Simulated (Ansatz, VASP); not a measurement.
One calculation of Sn2Bi2Te, two programs

INCAR

```
ALGO     = Normal         # electronic algorithm
EDIFF    = 1E-6           # SCF threshold, eV
ENCUT    = 520            # plane-wave cutoff, eV
GGA      = PE             # functional
ISIF     = 2              # what is computed and relaxed
ISMEAR   = 0              # smearing method
LASPH    = T              # aspherical terms in the spheres
LCHARG   = F              # write CHGCAR
LREAL    = F              # projectors in reciprocal space
LWAVE    = F              # write WAVECAR
NBANDS   = 40             # bands
NELM     = 80             # most SCF steps
PREC     = Accurate       # precision mode
SIGMA    = 0.1            # smearing width, eV
```

KPOINTS

```
k-points
0
Gamma
  6 6 2
```

Contents of POSCAR:

```
Sn2Bi2Te
1.0
    4.6150927800      0.0000000000      0.0000000000
   -2.3075463900      3.9967875900      0.0000000000
    0.0000000000      0.0000000000      9.5135790000
Sn Bi Te
2 2 1
Direct
    0.3333333300      0.6666666700      0.0793544700
    0.6666666700      0.3333333300      0.0793544700
    0.3333333300      0.6666666700      0.4738880600
    0.6666666700      0.3333333300      0.4738880600
    0.0000000000      0.0000000000      0.2969180000
```

Input for Ansatz:

```yaml
crystal:
  lattice:
    - [4.61509278, 0.0, 0.0]
    - [-2.30754639, 3.99678759, 0.0]
    - [0.0, 0.0, 9.513579]
  atoms:
    - { symbol: Sn, position: [0.33333333, 0.66666667, 0.07935447] }
    - { symbol: Sn, position: [0.66666667, 0.33333333, 0.07935447] }
    - { symbol: Bi, position: [0.33333333, 0.66666667, 0.47388806] }
    - { symbol: Bi, position: [0.66666667, 0.33333333, 0.47388806] }
    - { symbol: Te, position: [0.0, 0.0, 0.296918] }
basis:
  ecutwfc: 420
kpoints:
  mp_grid: { grid: [6, 6, 2] }
hamiltonian:
  xc: pbe
scf:
  occupations: { method: gaussian, width: 0.1 }
  lower_state_search: "off"
output:
  forces: true
  stress: true
  eigenvalues: true
```

Alike in both runs: task single point; functional PBE; k mesh 6 × 6 × 2; occupations gaussian, width 0.1 eV; no spin polarisation.

|  | VASP | Ansatz |
| --- | --- | --- |
| version | VASP 6.6.1 | Ansatz 0.2.0 |
| potentials or method | VASP PAW PBE potentials, release 64 (Sn_d, Bi_d, Te), cutoff 520 eV | scalar-relativistic, plane waves, PAW |
| valence electrons in the cell | 64 | 74 |

Ansatz gave:

```
gap on the k mesh at the Fermi level (eV)                     : none
pressure (GPa)                                                : 19.1
traceless stress, the component that is largest in VASP (GPa) : -13.23
rms of the force components (eV/Å)                            : 0.696
```

**Question.** What did VASP give for the same quantities?

**Answer.** gap on the k mesh at the Fermi level (eV): none; pressure (GPa): 19.0; traceless stress, the component that is largest in VASP (GPa): -13.21; rms of the force components (eV/Å): 0.695.

Atom by atom the forces differ by 0.001 eV/Å (rms over components). A gap of «none» marks a metal or a gap that the smearing closes. The functional is the same, so the differences come from potentials, cutoffs and numerics. VASP's potentials hold 64 valence electrons a cell and Ansatz's 74, so a difference there can come from the potentials and not from the codes.

Neither program's run includes spin-orbit coupling.
